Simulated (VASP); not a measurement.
Write the native input for VASP 6.6.1 that does the following.

```
Task                   : single point
Functional             : r2SCAN
Potentials or basis    : VASP PAW PBE potentials, release 64 (Pt, Sb)
Cutoff                 : 520 eV
k mesh                 : 10 × 10 × 6
Occupations            : gaussian, width 0.05 eV
Spin                   : no spin polarisation
Dipole correction      : no
Further INCAR settings : ALGO = Normal; EDIFF = 1e-06; NBANDS = 17
```

The system is Sb2Pt.

```
Pt Sb
1.0
     4.05999    0.00000    0.00000
    -2.02999    3.51605    0.00000
     0.00000    0.00000    5.22591
Pt Sb
1 2
Direct
  0.00000 0.00000 0.00000
  0.33333 0.66667 0.25841
  0.66667 0.33333 0.74159
```

These files were run (other wordings do the same):

POSCAR

```
Sb2Pt
1.0
    4.0599872515      0.0000000000      0.0000000000
   -2.0299936257      3.5160520988      0.0000000000
    0.0000000000      0.0000000000      5.2259058719
Pt Sb
1 2
Direct
    0.0000000000      0.0000000000      0.0000000000
    0.3333333333      0.6666666667      0.2584105895
    0.6666666667      0.3333333333      0.7415894105
```

INCAR.step1

```
PREC = Accurate
ENCUT = 520
ISMEAR = 0
SIGMA = 0.05
LREAL = F
LASPH = T
NELM = 100
NBANDS = 17
GGA = PE
ALGO = Normal
EDIFF = 1E-4
LWAVE = T
LCHARG = F
```

INCAR.step2

```
PREC = Accurate
ENCUT = 520
EDIFF = 1E-6
ISMEAR = 0
SIGMA = 0.05
LREAL = F
LASPH = T
NELM = 100
ALGO = Normal
ISIF = 2
LWAVE = F
LCHARG = F
METAGGA = R2SCAN
LMIXTAU = T
NBANDS = 17
ISTART = 1
```

KPOINTS

```
Automatic mesh
0
Gamma
  10 10 6
```

Potentials or basis: VASP PAW PBE potentials, release 64 (Pt, Sb).

Run with:

```sh
$ cat potpaw_PBE.64/Pt/POTCAR potpaw_PBE.64/Sb/POTCAR > POTCAR
$ cp INCAR.step1 INCAR
$ mpirun -np 1 vasp_std > vasp.out
$ cp INCAR.step2 INCAR
$ mpirun -np 1 vasp_std > vasp.out
```

Results of the run:

```json
{
  "Pressure": "-2.5 GPa",
  "Largest force": "0.230 eV/Å",
  "Band gap on the k mesh": "zero (bands 10 and 11 overlap by 3.27 eV)"
}
```

Caveat: the PAW data sets were made with another functional, which shifts forces and pressure a little; spin-orbit coupling is left out, which moves the levels of the heavy elements.

Wall time 2.6 min on 1 thread of Intel(R) Xeon(R) Platinum 8559C (Emerald Rapids), with other jobs on the host, peak memory 0.25 GiB.
